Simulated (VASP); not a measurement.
Crystal: ZnGe2.

```
Zn Ge
1.0
     0.00000    3.68376    3.68376
     3.68376    0.00000    3.68376
     3.68376    3.68376    0.00000
Zn Ge
2 4
Cartesian
  0.0000 0.0000 0.0000
  1.8419 1.8419 1.8419
  4.6047 4.6047 4.6047
  4.6047 2.7628 2.7628
  2.7628 2.7628 4.6047
  2.7628 4.6047 2.7628
```

- Program: VASP 6.6.1
- Task: relaxation of cell and atoms
- Functional: PBE
- Potentials or basis: VASP PAW PBE potentials, release 64 (Zn, Ge_d)
- Cutoff: 600 eV
- k mesh: 4 × 4 × 4
- Occupations: gaussian, width 0.1 eV
- Spin: no spin polarisation

At the start: pressure 16.3 GPa; volume 16.66 Å³/atom.

Question: Where does the relaxation end?

Answer: Over 3 steps the energy falls by 165.3 meV/atom and the volume is 20.55 Å³/atom (+23.3 %); space group Fd-3m (No. 227, to 0.05 Å).

The path:
```
step  energy change (eV)  largest force (eV/Å)  pressure (GPa)  volume (Å³)
   1              0.0000                0.0000           16.34        99.98
   2             -0.9824                0.0000           -1.13       126.64
   3             -0.9918                0.0000            0.20       123.29
```

Final structure:
```cif
data_structure
_symmetry_space_group_name_H-M 'P 1'
_symmetry_Int_Tables_number 1
_cell_length_a 5.5866
_cell_length_b 5.5866
_cell_length_c 5.5866
_cell_angle_alpha 60.000
_cell_angle_beta 60.000
_cell_angle_gamma 60.000
_cell_volume 123.29
loop_
_atom_site_label
_atom_site_type_symbol
_atom_site_fract_x
_atom_site_fract_y
_atom_site_fract_z
_atom_site_occupancy
Zn1 Zn 0.00000 0.00000 0.00000 1
Zn2 Zn 0.25000 0.25000 0.25000 1
Ge1 Ge 0.62500 0.62500 0.62500 1
Ge2 Ge 0.12500 0.62500 0.62500 1
Ge3 Ge 0.62500 0.62500 0.12500 1
Ge4 Ge 0.62500 0.12500 0.62500 1
```

Caveat: the k points lie up to 0.34 Å⁻¹ apart in the final cell; the volume moved by over 15 % at a fixed basis, so the end points are rough.
